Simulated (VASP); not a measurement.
CaF2:

```
Ca F
1.0
     5.46250    0.00000    0.00000
     0.00000   -5.46250    0.00000
     0.00000    0.00000   -5.46250
Ca F
4 8
Cartesian
  0.0000 -2.7313 -2.7313
  2.7313 0.0000 -2.7313
  2.7313 -2.7313 0.0000
  0.0000 0.0000 0.0000
  1.3656 -1.3656 -1.3656
  4.0969 -4.0969 -1.3656
  4.0969 -1.3656 -4.0969
  1.3656 -4.0969 -4.0969
  4.0969 -4.0969 -4.0969
  1.3656 -1.3656 -4.0969
  1.3656 -4.0969 -1.3656
  4.0969 -1.3656 -1.3656
```

Base run:

```yaml
Program: VASP 6.6.1
Functional: PBE
Potentials_or_basis: VASP PAW PBE potentials, release 64 (Ca_sv, F)
Cutoff: 600 eV
k_mesh: 4 × 4 × 4
Occupations: gaussian, width 0.05 eV
Spin: no spin polarisation
```

Its results: band gap on the k mesh 7.28 eV; pressure 2.3 GPa.

The run is repeated on the same cell with these changes: further incar settings from ALGO = Normal; EDIFF = 1e-06; NBANDS = 60 to ALGO = Normal; EDIFF = 1e-06; NBANDS = 60; ISYM = 0; dispersion from none to D3(BJ). What comes out?

Band gap on the k mesh 7.28 eV; pressure 0.5 GPa.

Caveats: three body term missing (at least some runs).

